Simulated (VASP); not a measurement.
## KTaO3: electric field gradients with PBE

KTaO3:

```
K Ta O
1.0
     3.96153    0.00000    0.00000
     0.00000    3.96153    0.00000
     0.00000    0.00000    3.96153
K Ta O
1 1 3
Direct
  0.50000 0.50000 0.50000
  0.00000 0.00000 0.00000
  0.50000 0.00000 0.00000
  0.00000 0.50000 0.00000
  0.00000 0.00000 0.50000
```

This cell differs from its parent crystal: volume scaled by 0.98.

```yaml
Program: VASP 6.6.1
Task: electric field gradients
Functional: PBE
Potentials_or_basis: VASP PAW PBE potentials, release 64 (K_sv, Ta_pv, O)
Cutoff: 520 eV
k_mesh: 5 × 5 × 5
Occupations: fermi-dirac, width 0.01 eV
Spin: no spin polarisation
Dipole_correction: no
Further_INCAR_settings: ALGO = Normal; EDIFF = 1e-08; NBANDS = 27
```

The pressure is 10.6 GPa and the band gap on the k mesh is 2.33 eV, indirect (least direct gap 2.83 eV).

Levels at points of the mesh, in eV from the valence-band top:
```tsv
k point	band 17	band 18	band 19	band 20	band 21	band 22
(0.00, 0.00, 0.00)	-0.50	-0.50	-0.50	2.33	2.33	2.33
```

Electric field gradients, principal values (V/Å²):
```
atom   least  middle  greatest (by size)
 1 K   0.000   0.000               0.000
2 Ta   0.000   0.000               0.000
 3 O  -8.361  -8.361              16.722
 4 O  -8.361  -8.361              16.722
 5 O  -8.361  -8.361              16.722
```

Run time: 27 s on 1 thread of Intel(R) Xeon(R) Platinum 8259CL CPU @ 2.50GHz (Skylake/Cascade Lake) (shared host), peak memory 0.17 GiB.

Caveat: without QUAD_EFG the Cq values of the log hold for a quadrupole moment of 1 mb, not for the nuclei; spin-orbit coupling is left out, which moves the levels of the heavy elements. A k mesh can miss the band edges.
